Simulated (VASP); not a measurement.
Write the native input for VASP 6.6.1 that does the following.

```
Task                   : single point
Functional             : RPBE
Dispersion             : D4
Potentials or basis    : VASP PAW PBE potentials, release 64 (Pt)
Cutoff                 : 520 eV
k mesh                 : 12 × 12 × 12
Occupations            : fermi-dirac, width 0.05 eV
Spin                   : no spin polarisation
Dipole correction      : no
Further INCAR settings : ALGO = Fast; EDIFF = 1e-07; NBANDS = 11
```

The structure of Pt lies in POSCAR:

```
Pt
1.0
   -1.5617574953      1.5617574953      1.5617574953
    1.5617574953     -1.5617574953      1.5617574953
    1.5617574953      1.5617574953     -1.5617574953
Pt
1
Direct
    0.0000000000      0.0000000000      0.0000000000
```

One way to write it, as run:

INCAR

```
ALGO = Fast
EDIFF = 1E-7
ENCUT = 520
GGA = RP
ISIF = 2
ISMEAR = -1
IVDW = 13
LASPH = T
LCHARG = F
LREAL = F
LWAVE = F
NBANDS = 11
NELM = 60
PREC = Accurate
SIGMA = 0.05
```

KPOINTS

```
k-points
0
Gamma
  12 12 12
```

Potentials or basis: VASP PAW PBE potentials, release 64 (Pt).

Command:

```console
$ cat potpaw_PBE.64/Pt/POTCAR > POTCAR
$ mpirun -np 1 vasp_std > vasp.out
```

It gave:

```
Pressure                   : -0.5 GPa
Band gap on the k mesh     : zero (band 5 reaches 12.03 eV, above the bottom of band 6 at 9.71 eV)
Dispersion energy per atom : -1.447 eV
```

Caveat: the PAW data sets were made with another functional, which shifts forces and pressure a little; spin-orbit coupling is left out, which moves the levels of the heavy elements; pairwise dispersion overbinds metals, which lowers pressure and volume.

Run time: 12 s on 1 thread of AMD EPYC 7R13 Processor (Zen 3) (shared host), peak memory 0.1 GiB.
